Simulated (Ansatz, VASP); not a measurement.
**Two plane-wave programs on Si2W**

INCAR

```
SYSTEM = Si2W
PREC = Accurate
ENCUT = 520
EDIFF = 1E-7
ISMEAR = 0
SIGMA = 0.15
LREAL = .False.
LASPH = .True.
NELM = 100
ALGO = Normal
ISIF = 2
LWAVE = .False.
LCHARG = .True.
GGA = PE
LELF = .True.
LVHAR = .True.
NBANDS = 18
```

The input KPOINTS:

```
Automatic mesh
0
Gamma
  18 18 18
  0 0 0
```

File POSCAR:

```
Si2W
1.0
   -1.5705355019      1.5705355019      4.1576786341
    1.5705355019     -1.5705355019      4.1576786341
    1.5705355019      1.5705355019     -4.1576786341
Si W
2 1
Direct
    0.3557618575      0.3557618575      0.0000000000
    0.6442381425      0.6442381425      0.0000000000
    0.0000000000      0.0000000000      0.0000000000
```

Input for Ansatz:

```yaml
crystal:
  lattice:
    - [-1.5705355019, 1.5705355019, 4.1576786341]
    - [1.5705355019, -1.5705355019, 4.1576786341]
    - [1.5705355019, 1.5705355019, -4.1576786341]
  atoms:
    - { symbol: Si, position: [0.3557618575, 0.3557618575, 0.0] }
    - { symbol: Si, position: [0.6442381425, 0.6442381425, 0.0] }
    - { symbol: W, position: [0.0, 0.0, 0.0] }
basis:
  ecutwfc: 420
kpoints:
  mp_grid: { grid: [18, 18, 18] }
hamiltonian:
  xc: pbe
  pseudopotentials: { kind: paw, azcp: { folder: soft_1 } }
scf:
  occupations: { method: gaussian, width: 0.15 }
output:
  forces: true
  stress: true
  eigenvalues: true
```

Alike in both runs: task single point; functional PBE; k mesh 18 × 18 × 18; occupations gaussian, width 0.15 eV; no spin polarisation.

```csv
,VASP,Ansatz
version,VASP 6.6.1,Ansatz 0.2.0
potentials or method,"VASP PAW PBE potentials, release 64 (Si, W_sv), cutoff 520 eV","scalar-relativistic, plane waves, PAW"
valence electrons in the cell,22,22
```

```csv
,VASP,Ansatz,Ansatz less VASP
gap on the k mesh at the Fermi level (eV),none,none,-
pressure (GPa),10.6,10.5,-0.06
"traceless stress, the component that is largest in VASP (GPa)",-12.63,-12.49,+0.143
rms of the force components (eV/Å),1.498,1.500,+0.0017
```

Atom by atom the forces differ by 0.002 eV/Å (rms over components). A gap of «none» marks a metal or a gap that the smearing closes. With one functional, cell and mesh, what is left measures potentials, basis and numerics.

Spin-orbit coupling is off throughout.
